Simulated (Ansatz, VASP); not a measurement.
# BaTiO3: VASP beside Ansatz

```xyz
5
Lattice="4.0459 0.0000 0.0000 0.0000 4.0459 0.0000 0.0000 0.0000 4.0459" Properties=species:S:1:pos:R:3 pbc="T T T"
Ba    2.0229    2.0229    2.0229
Ti    0.0000    0.0000    0.0000
O     2.0229    0.0000    0.0000
O     0.0000    2.0229    0.0000
O     0.0000    0.0000    2.0229
```

Alike in both runs: task single point; functional PBE; k mesh 8 × 8 × 8; occupations gaussian, width 0.05 eV; no spin polarisation.

```csv
,VASP,Ansatz
version,VASP 6.6.1,Ansatz 0.2.0
potentials or method,"VASP PAW PBE potentials, release 64 (Ba_sv, Ti_sv, O), cutoff 520 eV","scalar-relativistic, plane waves, PAW"
valence electrons in the cell,40,40
```

```csv
,VASP,Ansatz,Ansatz less VASP
gap on the k mesh at the Fermi level (eV),1.68,1.74,+0.062
least direct gap on the mesh (eV),1.85,1.88,+0.025
pressure (GPa),-1.5,-3.1,-1.59
```

Spin-orbit coupling is off throughout.
